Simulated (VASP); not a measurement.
# AlCo (Pm-3m) in VASP: notebook

AlCo is run at these levels: PBEsol; tasks: single point, relaxation of cell and atoms.

Program: VASP 6.6.1. These are calculated values, not measurements. Logs are shortened: lines on timing, memory, paths and dates and some standing lists are left out, and cuts for length are marked.

## (1) The cell of the first run

The structure is cubic, space group Pm-3m (No. 221). Conventional cell: a = 2.823 Å, b = 2.823 Å, c = 2.823 Å, α = 90.00°, β = 90.00°, γ = 90.00°. Within 3.2 Å of Al (site symmetry m-3m) lie 8 Co at 2.44 Å and 6 Al at 2.82 Å. Within 3.2 Å of Co (site symmetry m-3m) lie 8 Al at 2.44 Å and 6 Co at 2.82 Å.

## (2) Single point, PBEsol

Input file INCAR:

```
SYSTEM = AlCo
PREC = Accurate
ENCUT = 520
EDIFF = 1E-6
ISMEAR = -1
SIGMA = 0.08
LREAL = .FALSE.
LASPH = .TRUE.
NELM = 80
ALGO = Normal
ISIF = 2
LWAVE = .FALSE.
LCHARG = .FALSE.
GGA = PS
NBANDS = 13
```

Input file KPOINTS:

```
Automatic mesh
0
G
  16 16 16
  0 0 0
```

Input file POSCAR:

```
AlCo
1.0
    2.8230925728      0.0000000000      0.0000000000
    0.0000000000      2.8230925728      0.0000000000
    0.0000000000      0.0000000000      2.8230925728
Al Co
1 1
Direct
    0.0000000000      0.0000000000      0.0000000000
    0.5000000000      0.5000000000      0.5000000000
```

Potentials or basis: VASP PAW PBE potentials, release 64 (Al, Co).

Started as:

```bash
cat potpaw_PBE.64/Al/POTCAR potpaw_PBE.64/Co/POTCAR > POTCAR
mpirun -np 1 vasp_std > vasp.out
```

OUTCAR:

```text
SYSTEM = AlCo
   PREC = Accurate
   ENCUT = 520
   EDIFF = 1E-6
   ISMEAR = -1
   LREAL = .FALSE.
   LASPH = .TRUE.
   NELM = 80
   ISIF = 2
   GGA = PS

 ion  position               nearest neighbor table
   1  0.000  0.000  0.000-   2 2.44   2 2.44   2 2.44   2 2.44   2 2.44   2 2.44   2 2.44   2 2.44

   2  0.500  0.500  0.500-   1 2.44   1 2.44   1 2.44   1 2.44   1 2.44   1 2.44   1 2.44   1 2.44

  LATTYP: Found a simple cubic cell.
 ALAT       =     2.8230925728

  Lattice vectors:

 A1 = (   2.8230925728,   0.0000000000,   0.0000000000)
 A2 = (   0.0000000000,   2.8230925728,   0.0000000000)
 A3 = (   0.0000000000,   0.0000000000,   2.8230925728)

Analysis of symmetry for initial positions (statically):
=====================================================================
 Subroutine PRICEL returns:
 Original cell was already a primitive cell.

 Routine SETGRP: Setting up the symmetry group for a
 simple cubic supercell.

 Subroutine GETGRP returns: Found 48 space group operations
 (whereof 48 operations were pure point group operations)
 out of a pool of 48 trial point group operations.

The static configuration has the point symmetry O_h .

Analysis of symmetry for dynamics (positions and initial velocities):
=====================================================================
 Subroutine PRICEL returns:
 Original cell was already a primitive cell.

 Routine SETGRP: Setting up the symmetry group for a
 simple cubic supercell.

 Subroutine GETGRP returns: Found 48 space group operations
 (whereof 48 operations were pure point group operations)
 out of a pool of 48 trial point group operations.

The dynamic configuration has the point symmetry O_h .

 Subroutine INISYM returns: Found 48 space group operations
 (whereof 48 operations are pure point group operations),
 and found     1 'primitive' translations

----------------------------------------------------------------------------------------

                                     Primitive cell

  volume of cell :      22.4996

  direct lattice vectors                    reciprocal lattice vectors
     2.823092573  0.000000000  0.000000000     0.354221470  0.000000000  0.000000000
     0.000000000  2.823092573  0.000000000     0.000000000  0.354221470  0.000000000
     0.000000000  0.000000000  2.823092573     0.000000000  0.000000000  0.354221470

  length of vectors
     2.823092573  2.823092573  2.823092573     0.354221470  0.354221470  0.354221470

  position of ions in fractional coordinates (direct lattice)
     0.000000000  0.000000000  0.000000000
     0.500000000  0.500000000  0.500000000

  ion indices of the primitive-cell ions
   primitive index   ion index
                 1           1
                 2           2

----------------------------------------------------------------------------------------

 KPOINTS: Automatic mesh

Automatic generation of k-mesh.
 Grid dimensions read from file:
 generate k-points for:   16   16   16

 Generating k-lattice:

  Cartesian coordinates                     Fractional coordinates (reciprocal lattice)
     0.022138842  0.000000000  0.000000000     0.062500000  0.000000000  0.000000000
     0.000000000  0.022138842  0.000000000     0.000000000  0.062500000  0.000000000
     0.000000000  0.000000000  0.022138842     0.000000000  0.000000000  0.062500000

  Length of vectors
     0.022138842  0.022138842  0.022138842

  Shift w.r.t. Gamma in fractional coordinates (k-lattice)
     0.000000000  0.000000000  0.000000000

 Subroutine IBZKPT returns following result:
 ===========================================

 Found    165 irreducible k-points:

 Following reciprocal coordinates:
            Coordinates               Weight
  0.000000  0.000000  0.000000      1.000000
  0.062500  0.000000  0.000000      6.000000
  0.125000  0.000000  0.000000      6.000000
  0.187500  0.000000  0.000000      6.000000
  0.250000  0.000000  0.000000      6.000000
  0.312500  0.000000  0.000000      6.000000
[... 16 lines left out ...]
  0.437500  0.125000  0.000000     24.000000
  0.500000  0.125000  0.000000     12.000000
 [... further k-points ...]
   k-points           NKPTS =    165   k-points in BZ     NKDIM =    165   number of bands    NBANDS=     13
   number of dos      NEDOS =    301   number of ions     NIONS =      2
   total plane-waves  NPLWV =  13824
   dimension x,y,z NGX =    24 NGY =   24 NGZ =   24
   dimension x,y,z NGXF=    48 NGYF=   48 NGZF=   48
   ions per type =               1   1
   NGX,Y,Z   is equivalent  to a cutoff of  14.13, 14.13, 14.13 a.u.
   NGXF,Y,Z  is equivalent  to a cutoff of  28.27, 28.27, 28.27 a.u.
 SYSTEM =  AlCo
   PREC   = accura    normal or accurate (medium, high low for compatibility)
   ISTART =      0    job   : 0-new  1-cont  2-samecut
   ICHARG =      2    charge: 1-file 2-atom 10-const
   ISPIN  =      1    spin polarized calculation?
   LNONCOLLINEAR =      F non collinear calculations
   LSORBIT =      F    spin-orbit coupling
   LASPH  =      T    aspherical Exc in radial PAW
   ENCUT  =  520.0 eV  38.22 Ry    6.18 a.u.   5.25  5.25  5.25*2*pi/ulx,y,z
   NELM   =     80;   NELMIN=  2; NELMDL= -5     # of ELM steps
   EDIFF  = 0.1E-05   stopping-criterion for ELM
   LREAL  =      F    real-space projection
   EDIFFG = 0.1E-04   stopping-criterion for IOM
   NSW    =      0    number of steps for IOM
   IBRION =     -1    ionic relax: 0-MD 1-quasi-New 2-CG
   NFREE  =      0    steps in history (QN), initial steepest desc. (CG)
   ISIF   =      2    stress and relaxation
   ISYM   =      2    0-nonsym 1-usesym 2-fastsym
   POTIM  = 0.5000    time-step for ionic-motion
   TEBEG  =    0.0;   TEEND  =   0.0 temperature during run
   PSTRESS=    0.0 pullay stress
   NELECT =      12.0000    total number of electrons
   NUPDOWN=      -1.0000    fix difference up-down
   EMIN   =  10.00;   EMAX   =-10.00  energy-range for DOS
   EFERMI =   0.00;   METHOD = LEGACY
   ISMEAR =    -1;   SIGMA  =   0.08  broadening in eV -4-tet -1-fermi 0-gaus
   EFERMI_NEDOS =   21; number of points for ismear=-14 and -15
   IALGO  =     38    algorithm
   IMIX   =      4    mixing-type and parameters
     AMIX     =   0.40;   BMIX     =  1.00
     AMIX_MAG =   1.60;   BMIX_MAG =  1.00
  volume/ion in A,a.u.               =      11.25        75.92
  Fermi-wavevector in a.u.,A,eV,Ry     =   1.327629  2.508855 23.981619  1.762599
  Thomas-Fermi vector in A             =   2.456927
   LORBIT       =      0    0 simple, 1 ext, 2 COOP (PROOUT), +10 PAW based schemes
   GGA     = PS    functional components
   LHFCALC =     F    Hartree Fock is set to
   AEXX    =    0.0000 exact exchange contribution
   IVDW    =     0    specifies the selected vdW correction
   LEPSILON=     F    determine dielectric tensor
   LRPA    =     F    only Hartree local field effects (RPA)
 non-spin polarized calculation
  energy-cutoff  :      520.00
  volume of cell :       22.50
 maximum number of plane-waves:       624
 NGX is ok and might be reduce to    24
   NGX = 11   NGY = 11   NGZ = 11

 number of electron      11.9999996 magnetization

 Free energy of the ion-electron system (eV)
  ---------------------------------------------------
  ext. energy  EPLUGINS =         0.00000000
  ---------------------------------------------------
  free energy    TOTEN  =       -13.09001330 eV

  energy without entropy =      -13.07195417  energy(sigma->0) =      -13.08098374

 E-fermi :  10.7999     XC(G=0): -12.5242

 val. band max:       10.7872251708   @ k =   0.5000   0.3750   0.0625
 cond. band min:      10.8208977143   @ k =   0.5000   0.4375   0.1875
 fundamental gap:      0.0336725436
 Fermi energy:        10.7999233354

 k-point     1 :       0.0000    0.0000    0.0000
  band No.  band energies     occupation
      1      -0.4305      2.00000
      2       7.7185      2.00000
      3       7.7185      2.00000
      4       9.9804      1.99993
      5       9.9804      1.99993
      6       9.9804      1.99993
      7      16.9381      0.00000
      8      16.9381      0.00000
      9      16.9381      0.00000
     10      19.7024      0.00000
     11      19.7024      0.00000
     12      26.5262      0.00000
     13      32.7769      0.00000

 k-point     2 :       0.0625    0.0000    0.0000
  band No.  band energies     occupation
      1      -0.3548      2.00000
      2       7.7127      2.00000
      3       7.7400      2.00000
      4       9.9384      1.99996
      5       9.9384      1.99996
      6       9.9849      1.99992
      7      16.1795      0.00000
      8      17.0442      0.00000
      9      17.0442      0.00000
     10      19.6904      0.00000
     11      20.4101      0.00000
     12      26.7644      0.00000
     13      31.8797      0.00000

 k-point     3 :       0.1250    0.0000    0.0000
  band No.  band energies     occupation
      1      -0.1288      2.00000
      2       7.6791      2.00000
      3       7.8018      2.00000
      4       9.8229      1.99999
      5       9.8229      1.99999
      6       9.9975      1.99991
      7      14.8325      0.00000
      8      17.3522      0.00000
      9      17.3522      0.00000
     10      19.6547      0.00000
     11      21.5861      0.00000
     12      27.5062      0.00000
     13      30.3813      0.00000

 k-point     4 :       0.1875    0.0000    0.0000
  band No.  band energies     occupation
      1       0.2442      2.00000
      2       7.5658      2.00000
      3       7.8965      2.00000
      4       9.6604      2.00000
      5       9.6604      2.00000
      6      10.0165      1.99989
      7      13.5101      0.00000
      8      17.8370      0.00000
      9      17.8370      0.00000
     10      19.5972      0.00000
     11      22.6309      0.00000
     12      28.7720      0.00000
     13      28.8445      0.00000

 k-point     5 :       0.2500    0.0000    0.0000
  band No.  band energies     occupation
      1       0.7590      2.00000
      2       7.2836      2.00000
      3       8.0117      2.00000
      4       9.4822      2.00000
      5       9.4822      2.00000
      6      10.0391      1.99985
      7      12.4135      0.00000
      8      18.4691      0.00000
      9      18.4691      0.00000
     10      19.5224      0.00000
     11      23.4868      0.00000
     12      27.3629      0.00000
     13      27.3629      0.00000
[... 257 lines left out ...]
 k-point    22 :       0.3750    0.1250    0.0000
  band No.  band energies     occupation
      1       2.4442      2.00000
      2       6.1272      2.00000
      3       8.2688      2.00000
      4       9.0575      2.00000
      5       9.2115      2.00000
      6       9.9449      1.99995
      7      11.3057      0.00358
      8      17.3549      0.00000
      9      20.2976      0.00000
     10      20.4464      0.00000
     11      23.3752      0.00000
     12      24.8729      0.00000
     13      26.5357      0.00000

 k-point    23 :       0.4375    0.1250    0.0000
  band No.  band energies     occupation
      1       3.3015      2.00000
      2       5.2115      2.00000
      3       8.3655      2.00000
      4       8.9867      2.00000
      5       9.1277      2.00000
      6       9.9593      1.99995
      7      11.0663      0.06912
      8      17.9709      0.00000
      9      19.8499      0.00000
     10      21.3620      0.00000
     11      22.9638      0.00000
     12      23.6913      0.00000
     13      27.1666      0.00000

 k-point    24 :       0.5000    0.1250    0.0000
  band No.  band energies     occupation
      1       4.1325      2.00000
      2       4.3514      2.00000
      3       8.4037      2.00000
      4       8.9576      2.00000
      5       9.0989      2.00000
      6       9.9644      1.99994
      7      10.9983      0.15456
      8      18.3171      0.00000
      9      19.5468      0.00000
     10      22.0653      0.00000
     11      22.8422      0.00000
     12      22.9000      0.00000
     13      27.4777      0.00000

 [... further k-points ...]

------------------------ aborting loop because EDIFF is reached ----------------------------------------

  FORCE on cell =-STRESS in cart. coord.  units (eV):
  Direction    XX          YY          ZZ          XY          YZ          ZX
  --------------------------------------------------------------------------------------
  -------------------------------------------------------------------------------------
  Total        0.0168706      0.0168706      0.0168706     -0.0000000      0.0000000     -0.0000000
  in kB        1.2013366      1.2013366      1.2013366     -0.0000000      0.0000000     -0.0000000
  external PRESSURE =       1.2013366 kB  Pullay stress =       0.0000000 kB

 VOLUME and BASIS-vectors are now :
 -----------------------------------------------------------------------------
  energy-cutoff  :      520.00
  volume of cell :       22.50
      direct lattice vectors                 reciprocal lattice vectors
     2.823092573  0.000000000  0.000000000     0.354221470  0.000000000  0.000000000
     0.000000000  2.823092573  0.000000000     0.000000000  0.354221470  0.000000000
     0.000000000  0.000000000  2.823092573     0.000000000  0.000000000  0.354221470

 POSITION                                       TOTAL-FORCE (eV/Angst)
 -----------------------------------------------------------------------------------
      0.00000      0.00000      0.00000         0.000000      0.000000      0.000000
      1.41155      1.41155      1.41155         0.000000      0.000000      0.000000
 -----------------------------------------------------------------------------------
    total drift:                                0.000000     -0.000000     -0.000000

  FREE ENERGIE OF THE ION-ELECTRON SYSTEM (eV)
  ---------------------------------------------------
  free  energy   TOTEN  =       -13.0900132969 eV

  energy  without entropy=      -13.0719541733  energy(sigma->0) =      -13.08098374
```

Run time: 21 s. Hardware: 1 thread of Intel Xeon Platinum 8259CL at 2.50GHz (Skylake/Cascade Lake), shared host; peak memory 0.17 GiB.

Results:

* Free energy: -13.0900 eV
* Pressure: 0.1 GPa
* Band gap on the k mesh: zero (band 6 reaches 13.20 eV, above the bottom of band 7 at 10.57 eV)

Caveat: the PAW data sets were made with another functional, which shifts forces and pressure a little. Spin polarisation is off, so any magnetic state and its effect on volume and gap are missing.

## (3) Relaxation of cell and atoms, PBEsol

This run uses another cell than the first one, of 11.21 Å³/atom, 0.996 times its volume.

Input file INCAR:

```
SYSTEM = AlCo
ALGO = Normal ; EDIFF = 1E-6
EDIFFG = -0.002 ; ENCUT = 600
GGA = PS ; IBRION = 2
ISIF = 3 ; ISMEAR = -1
LASPH = .TRUE. ; LCHARG = .FALSE.
LREAL = .FALSE. ; LWAVE = .FALSE.
NELM = 60 ; NSW = 100
PREC = Accurate ; SIGMA = 0.08
```

Input file KPOINTS:

```
k-points
0
G
  16 16 16
  0 0 0
```

Input file POSCAR:

```
AlCo
1.0
    2.8194032100      0.0000000000      0.0000000000
    0.0000000000      2.8194032100      0.0000000000
    0.0000000000      0.0000000000      2.8194032100
Al Co
1 1
Direct
    0.0000000000      0.0000000000      0.0000000000
    0.5000000000      0.5000000000      0.5000000000
```

Potentials or basis: VASP PAW PBE potentials, release 64 (Al, Co).

Started as:

```bash
cat potpaw_PBE.64/Al/POTCAR potpaw_PBE.64/Co/POTCAR > POTCAR
mpirun -np 1 vasp_std > vasp.out
```

It took 40 s on 1 thread of Intel Xeon Platinum 8259CL at 2.50GHz (Skylake/Cascade Lake), shared host; peak memory 0.18 GiB.

Results (log left out):

| Property | Result |
| --- | --- |
| Free energy | -13.0899 eV |
| Relaxed volume | 11.25 Å³/atom |
| Relaxed cell | a = 2.823 Å, b = 2.823 Å, c = 2.823 Å, α = 90.00°, β = 90.00°, γ = 90.00° |
| Space group after relaxing (to 0.05 Å) | Pm-3m (No. 221) |
| Energy gained by relaxing | 0.1 meV/atom |
| Ionic steps | 3 |
| Pressure after relaxing | 0.0 GPa |
| Band gap on the k mesh | zero (band 6 reaches 13.19 eV, above the bottom of band 7 at 10.56 eV) |

The path:
```
step  energy change (eV)  largest force (eV/Å)  pressure (GPa)  volume (Å³)
   1              0.0000                0.0000            0.82        22.41
   2              0.0000                0.0000           -0.80        22.60
   3             -0.0002                0.0000            0.01        22.50
```

Final structure:
```cif
data_structure
_symmetry_space_group_name_H-M 'P 1'
_symmetry_Int_Tables_number 1
_cell_length_a 2.8233
_cell_length_b 2.8233
_cell_length_c 2.8233
_cell_angle_alpha 90.000
_cell_angle_beta 90.000
_cell_angle_gamma 90.000
_cell_volume 22.50
loop_
_atom_site_label
_atom_site_type_symbol
_atom_site_fract_x
_atom_site_fract_y
_atom_site_fract_z
_atom_site_occupancy
Al1 Al 0.00000 0.00000 0.00000 1
Co1 Co 0.50000 0.50000 0.50000 1
```

Levels at points of the mesh, in eV from the Fermi level:
```tsv
k point	band 3	band 4	band 5	band 6	band 7	band 8	band 9	band 10
(0.00, 0.00, 0.00)	-3.08	-0.82	-0.82	-0.82	6.14	6.14	6.14	8.90
(0.50, 0.00, 0.00)	-2.47	-1.73	-1.73	-0.70	0.21	8.48	10.77	10.77
(0.50, 0.50, 0.00)	-2.70	-2.70	-1.52	-1.52	-0.23	2.51	3.70	13.12
(0.50, 0.50, 0.50)	-4.03	-0.19	-0.19	2.40	2.40	2.40	4.44	5.55
```

Caveat: the PAW data sets were made with another functional, which shifts forces and pressure a little. Spin polarisation is off, so any magnetic state and its effect on volume and gap are missing.
